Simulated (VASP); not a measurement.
# GaN (P6_3mc) in VASP: vibrations by perturbation theory with PBE

Aim: the vibrations by perturbation theory of GaN with PBE.

Everything below comes from runs of VASP 6.6.1. Logs are shortened: lines on timing, memory, paths and dates and some standing lists are left out, and cuts for length are marked.

### Step 1. The cell of the first run

Symmetry: P6_3mc, No. 186, hexagonal system. The conventional cell has a = 3.218 Å, b = 3.218 Å, c = 5.243 Å, α = 90.00°, β = 90.00°, γ = 120.00°. Within 2.6 Å of Ga (site symmetry 3m) lie 4 N at 1.97 to 1.98 Å. Within 2.6 Å of N (site symmetry 3m) lie 4 Ga at 1.97 to 1.98 Å.

### Step 2. Vibrations by perturbation theory, PBE

INCAR

```
  PREC = Accurate
  ENCUT = 520
  EDIFF = 1E-8
  ISMEAR = 0
  SIGMA = 0.01
  LREAL = False
  LASPH = True
  NELM = 80
  ALGO = Normal
  ISIF = 2
  LWAVE = False
  LCHARG = False
  GGA = PE
  NBANDS = 26
  IBRION = 8
  NSW = 1
  LEPSILON = True
```

KPOINTS

```
Automatic mesh
0
Gamma
  12 12 6
```

POSCAR

```
GaN
1.0
    3.2183866814      0.0000000000      0.0000000000
   -1.6091933407      2.7872046253      0.0000000000
    0.0000000000      0.0000000000      5.2432255581
Ga N
2 2
Direct
    0.3333333333      0.6666666667     -0.0008633688
    0.6666666667      0.3333333333      0.4991366312
    0.3333333333      0.6666666667      0.3758633688
    0.6666666667      0.3333333333      0.8758633688
```

Potentials or basis: VASP PAW PBE potentials, release 64 (Ga_d, N).

Command:

```
$ cat potpaw_PBE.64/Ga_d/POTCAR potpaw_PBE.64/N/POTCAR > POTCAR
$ mpirun -np 1 vasp_std > vasp.out
```

OUTCAR:

```text
PREC = Accurate
   ENCUT = 520
   EDIFF = 1E-8
   ISMEAR = 0
   LREAL = False
   LASPH = True
   NELM = 80
   ISIF = 2
   GGA = PE
   IBRION = 8
   NSW = 1
   LEPSILON = True

 ion  position               nearest neighbor table
   1  0.333  0.667  0.999-   4 1.97   4 1.97   4 1.97   3 1.98
   2  0.667  0.333  0.499-   3 1.97   3 1.97   3 1.97   4 1.98
   3  0.333  0.667  0.376-   2 1.97   2 1.97   2 1.97   1 1.98
   4  0.667  0.333  0.876-   1 1.97   1 1.97   1 1.97   2 1.98

  LATTYP: Found a hexagonal cell.
 ALAT       =     3.2183866814
 C/A-ratio  =     1.6291471713

  Lattice vectors:

 A1 = (   3.2183866814,   0.0000000000,   0.0000000000)
 A2 = (  -1.6091933407,   2.7872046253,   0.0000000000)
 A3 = (   0.0000000000,   0.0000000000,   5.2432255581)

Analysis of symmetry for initial positions (statically):
=====================================================================
 Subroutine PRICEL returns:
 Original cell was already a primitive cell.

 Routine SETGRP: Setting up the symmetry group for a
 hexagonal supercell.

 Subroutine GETGRP returns: Found 12 space group operations
 (whereof  6 operations were pure point group operations)
 out of a pool of 24 trial point group operations.

The static configuration has the point symmetry C_3v.
 The point group associated with its full space group is C_6v.

Analysis of symmetry for dynamics (positions and initial velocities):
=====================================================================
 Subroutine PRICEL returns:
 Original cell was already a primitive cell.

 Routine SETGRP: Setting up the symmetry group for a
 hexagonal supercell.

 Subroutine GETGRP returns: Found 12 space group operations
 (whereof  6 operations were pure point group operations)
 out of a pool of 24 trial point group operations.

The dynamic configuration has the point symmetry C_3v.
 The point group associated with its full space group is C_6v.

 Subroutine INISYM returns: Found 12 space group operations
 (whereof  6 operations are pure point group operations),
 and found     1 'primitive' translations

----------------------------------------------------------------------------------------

                                     Primitive cell

  volume of cell :      47.0333

  direct lattice vectors                    reciprocal lattice vectors
     3.218386681  0.000000000  0.000000000     0.310714684  0.179391206  0.000000000
    -1.609193341  2.787204625  0.000000000     0.000000000  0.358782413  0.000000000
     0.000000000  0.000000000  5.243225558     0.000000000  0.000000000  0.190722293

  length of vectors
     3.218386681  3.218386681  5.243225558     0.358782413  0.358782413  0.190722293

  position of ions in fractional coordinates (direct lattice)
     0.333333333  0.666666667  0.999136631
     0.666666667  0.333333333  0.499136631
     0.333333333  0.666666667  0.375863369
     0.666666667  0.333333333  0.875863369

  ion indices of the primitive-cell ions
[... 889 lines left out ...]
     0.51606  0.00000  0.00000
     0.00000  0.51606 -0.00000
    -0.00000  0.00000 -1.04518

[... ionic steps 4 to 9 ...]

--------------------------------------- Ionic step       10  -------------------------------------------

------------------------ aborting loop because EDIFF is reached ----------------------------------------

[... ionic steps 11 to 11 ...]

--------------------------------------- Ionic step       12  -------------------------------------------

 Free energy of the ion-electron system (eV)
  ---------------------------------------------------
  ---------------------------------------------------
  free energy    TOTEN  =        -0.24749881 eV

  energy without entropy =       -0.24749881

------------------------ aborting loop because EDIFF is reached ----------------------------------------

 INTERNAL STRAIN TENSOR  FOR ION    3  DIRECTION 3   (eV/Angst):
 -----------------------------------------------------------------------------
     4.44096  0.00000  0.00000
    -0.00000  4.44096 -0.00000
     0.00000 -0.00000 -8.35034

 MACROSCOPIC STATIC DIELECTRIC TENSOR (including local field effects in DFT)
 ------------------------------------------------------
           5.927509    -0.000000     0.000000
          -0.000000     5.927509     0.000000
           0.000000     0.000000     6.138538
 ------------------------------------------------------

 PIEZOELECTRIC TENSOR (including local field effects)  for field in x, y, z        (e  Angst)
          XX          YY          ZZ          XY          YZ          ZX
  --------------------------------------------------------------------------------
  x     0.00000     0.00000     0.00000    -0.00000     0.00000     1.64032
  y     0.00000    -0.00000     0.00000     0.00000     1.64032     0.00000
  z     1.51494     1.51494    -3.06823     0.00000     0.00000    -0.00000

 PIEZOELECTRIC TENSOR (including local field effects)  for field in x, y, z        (C/m^2)
          XX          YY          ZZ          XY          YZ          ZX
  --------------------------------------------------------------------------------
  x     0.00000     0.00000     0.00000    -0.00000     0.00000     0.55877
  y     0.00000    -0.00000     0.00000     0.00000     0.55877     0.00000
  z     0.51606     0.51606    -1.04518     0.00000     0.00000    -0.00000

 BORN EFFECTIVE CHARGES (including local field effects) (in |e|, cummulative output)
 ---------------------------------------------------------------------------------
 ion    1
    1     2.63187     0.00000     0.00000
    2     0.00000     2.63187    -0.00000
    3     0.00000     0.00000     2.77554
 ion    2
    1     2.63187     0.00000     0.00000
    2     0.00000     2.63187     0.00000
    3     0.00000    -0.00000     2.77554
 ion    3
    1    -2.63187     0.00000     0.00000
    2     0.00000    -2.63187     0.00000
    3     0.00000     0.00000    -2.77554
 ion    4
    1    -2.63187    -0.00000     0.00000
    2     0.00000    -2.63187     0.00000
    3     0.00000     0.00000    -2.77554

 INTERNAL STRAIN TENSOR FOR ION    4 for displacements in x,y,z  (eV/Angst):
          X           Y           Z          XY          YZ          ZX
  --------------------------------------------------------------------------------
  x     0.00000    -0.00000     0.00000     8.22558    -0.00000     4.42696
  y     8.22558    -8.22558     0.00000     0.00000     4.76225     0.00000
  z     4.44096     4.44096    -8.35034     0.00000     0.00000     0.00000

 SECOND DERIVATIVES (NOT SYMMETRIZED)
 ------------------------------------
               1X          1Y          1Z          2X          2Y          2Z          3X          3Y          3Z          4X          4Y          4Z
  1X   -11.921478    0.000000   -0.000000    0.334706    0.000000    0.000000    1.032497    0.000000    0.000000   10.554274    0.000000   -0.000000
  1Y     0.000000  -11.921478    0.000000    0.000000    0.334706    0.000000   -0.000000    1.032497    0.000000    0.000000   10.554274    0.000000
  1Z     0.000000    0.000000  -18.467663    0.000000    0.000000    7.867262    0.000000    0.000000    6.023817    0.000000   -0.000000    4.576584
  2X     0.334706    0.000000    0.000000  -11.921478    0.000000    0.000000   10.554274    0.000000    0.000000    1.032497    0.000000    0.000000
  2Y     0.000000    0.334706    0.000000   -0.000000  -11.921478    0.000000   -0.000000   10.554274    0.000000   -0.000000    1.032497    0.000000
  2Z     0.000000   -0.000000    7.867262    0.000000    0.000000  -18.467663    0.000000    0.000000    4.576584    0.000000   -0.000000    6.023817
  3X     1.068802    0.000000   -0.000000   10.590514    0.000000    0.000000  -12.270572   -0.000000    0.000000    0.611256    0.000000    0.000000
  3Y    -0.000000    1.068802    0.000000   -0.000000   10.590514    0.000000    0.000000  -12.270572    0.000000    0.000000    0.611256    0.000000
  3Z     0.000000    0.000000    6.019077    0.000000    0.000000    4.607574    0.000000   -0.000000  -16.336123    0.000000    0.000000    5.709473
  4X    10.590514    0.000000    0.000000    1.068802    0.000000    0.000000    0.611256   -0.000000    0.000000  -12.270572    0.000000    0.000000
  4Y     0.000000   10.590514   -0.000000    0.000000    1.068802    0.000000   -0.000000    0.611256    0.000000    0.000000  -12.270572    0.000000
  4Z     0.000000    0.000000    4.607574    0.000000    0.000000    6.019077    0.000000   -0.000000    5.709473    0.000000    0.000000  -16.336123

 Eigenvectors and eigenvalues of the dynamical matrix
 ----------------------------------------------------

   1 f  =   19.627853 THz   123.325436 2PiTHz  654.714695 cm-1    81.174240 meV
             X         Y         Z           dx          dy          dz
     -0.000000  1.858136  5.238699    -0.000000   -0.000000    0.026969
      1.609193  0.929068  2.617086    -0.000000   -0.000000   -0.026969
     -0.000000  1.858136  1.970736    -0.000000   -0.000000   -0.706592
      1.609193  0.929068  4.592349     0.000000    0.000000    0.706592
[... 71 lines left out ...]
  12 f/i=    0.018159 THz     0.114095 2PiTHz    0.605713 cm-1     0.075099 meV
             X         Y         Z           dx          dy          dz
     -0.000000  1.858136  5.238699     0.269723   -0.586573   -0.000000
      1.609193  0.929068  2.617086     0.269723   -0.586573   -0.000000
     -0.000000  1.858136  1.970736     0.120491   -0.262035   -0.000000
      1.609193  0.929068  4.592349     0.120491   -0.262035   -0.000000

--------------------------------------------------------------------------------------------------------

 MACROSCOPIC STATIC DIELECTRIC TENSOR IONIC CONTRIBUTION
 ------------------------------------------------------
           4.585626    -0.000000    -0.000000
          -0.000000     4.585626     0.000000
          -0.000000     0.000000     5.585039
 ------------------------------------------------------

 ELASTIC MODULI CONTR FROM IONIC RELAXATION (kBar)
 Direction    XX          YY          ZZ          XY          YZ          ZX
 --------------------------------------------------------------------------------
 XX        -485.0539    232.7890    237.8931      0.0000      0.0000      0.0000
 YY         232.7890   -485.0539    237.8931     -0.0000     -0.0000     -0.0000
 ZZ         237.8931    237.8931   -448.6803     -0.0000      0.0000     -0.0000
 XY           0.0000     -0.0000     -0.0000   -358.9214      0.0000     -0.0000
 YZ           0.0000     -0.0000      0.0000      0.0000   -110.0335      0.0000
 ZX           0.0000     -0.0000     -0.0000     -0.0000      0.0000   -119.2484
 --------------------------------------------------------------------------------

 PIEZOELECTRIC TENSOR IONIC CONTR  for field in x, y, z        (C/m^2)
          XX          YY          ZZ          XY          YZ          ZX
  --------------------------------------------------------------------------------
  x     0.00000    -0.00000    -0.00000    -0.00000     0.00000    -0.69582
  y     0.00000    -0.00000     0.00000     0.00000    -0.66840     0.00000
  z    -0.78977    -0.78977     1.48955     0.00000    -0.00000     0.00000
```

Run time: 38 min. Hardware: 1 thread of AMD EPYC 7R13 (Zen 3), shared host; peak memory 1.1 GiB.

Results:

* Electronic dielectric tensor (diagonal): 5.93, 5.93, 6.14
* Born charges (mean of the diagonal): Ga +2.68; N -2.68 e
* Highest phonon frequency at Γ, LO-TO splitting left out: 655 cm⁻¹

Phonon frequencies in cm⁻¹ (negative: imaginary):
```csv
q point,frequencies
"(0.000, 0.000, 0.000)",-1 -1 0 135 135 320 498 521 521 529 529 655
```

Electronic dielectric tensor:
```
5.93 0.00 0.00
0.00 5.93 0.00
0.00 0.00 6.14
```

Born effective charge tensors (e):
atom 1, Ga
```
2.63 0.00 0.00
0.00 2.63 0.00
0.00 0.00 2.78
```
atom 2, Ga
```
2.63 0.00 0.00
0.00 2.63 0.00
0.00 0.00 2.78
```
atom 3, N
```
-2.63  0.00  0.00
 0.00 -2.63  0.00
 0.00  0.00 -2.78
```
atom 4, N
```
-2.63  0.00  0.00
 0.00 -2.63  0.00
 0.00  0.00 -2.78
```
